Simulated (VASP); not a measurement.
Wanted: the native input for a VASP 6.6.1 run.

| Quantity | Value |
| --- | --- |
| Task | single point |
| Functional | PBE |
| Potentials or basis | VASP PAW PBE potentials, release 64 (Al, Cu) |
| Cutoff | 520 eV |
| k mesh | 1 × 1 × 1, shifted |
| Occupations | fermi-dirac, width 0.056 eV |
| Spin | no spin polarisation |
| Dipole correction | no |
| Further INCAR settings | LREAL = Auto; ALGO = Normal; EDIFF = 1e-06; NBANDS = 98; ISYM = 0 |

The structure of Al13Cu11 lies in POSCAR:

```
Al13Cu11
1.0
    7.1452280000      0.0272100000     -0.2795910000
    0.0272100000      7.0459230000      0.0416720000
   -0.2795910000      0.0416720000      7.0313830000
Al Cu
13 11
Direct
    0.1129918127      0.6864931781      0.1413519858
    0.5358508366      0.5436092801      0.2316991956
    0.4913653820      0.0154812113      0.7900394852
    0.6711350576      0.8357710655      0.5025638726
    0.1278719877      0.2035881228      0.6083069195
    0.6408572711      0.4035880848      0.9035732519
    0.2586834724      0.3029407346      0.9671034026
    0.9407049044      0.5758932516      0.4667141587
    0.7994972261      0.1312598363      0.3167110039
    0.2958809010      0.7699752682      0.5396580200
    0.4684250463      0.1798762605      0.4061689747
    0.8886131306      0.0982193639      0.9654386963
    0.4546568661      0.9342400856      0.1225062431
   -0.0244783512      0.9047381530      0.4685326948
    0.4225894783      0.6650753443      0.8953895976
    0.1188199945      0.8689268811      0.8005137937
    0.1486688039      0.0560256201      0.2609309946
    0.5497145494      0.5424788154      0.5970029030
    0.7451763870      0.1569442068      0.6478199854
    0.9627584947      0.4604118308      0.7921634092
    0.9193653438      0.3761897511      0.1461424725
    0.7918759102      0.7666572767      0.8351151168
    0.2416625611      0.4348238806      0.3670277521
    0.7866608824      0.7919890774      0.1877255917
```

One way to write it, as run:

INCAR

```
ALGO = Normal ; EDIFF = 1E-6
ENCUT = 520 ; GGA = PE
ISIF = 2 ; ISMEAR = -1
ISYM = 0 ; LASPH = True
LCHARG = False ; LREAL = Auto
LWAVE = False ; NBANDS = 98
NELM = 100 ; PREC = Accurate
SIGMA = 0.056
```

KPOINTS

```
Automatic mesh
0
Gamma
  1 1 1
  0.25 0.25 0.25
```

Potentials or basis: VASP PAW PBE potentials, release 64 (Al, Cu).

The run is started by

```sh
$ cat potpaw_PBE.64/Al/POTCAR potpaw_PBE.64/Cu/POTCAR > POTCAR
$ mpirun -np 1 vasp_std > vasp.out
```

Results of the run:

| Item | Value |
| --- | --- |
| Pressure | 3.3 GPa |
| Largest force | 1.887 eV/Å |
| Band gap on the k mesh | 0.41 eV |

Caveat: the k points lie up to 0.90 Å⁻¹ apart.

Run time: 98 s on 1 thread of Intel(R) Xeon(R) Platinum 8488C (Sapphire Rapids), on a shared host, peak memory 0.38 GiB.
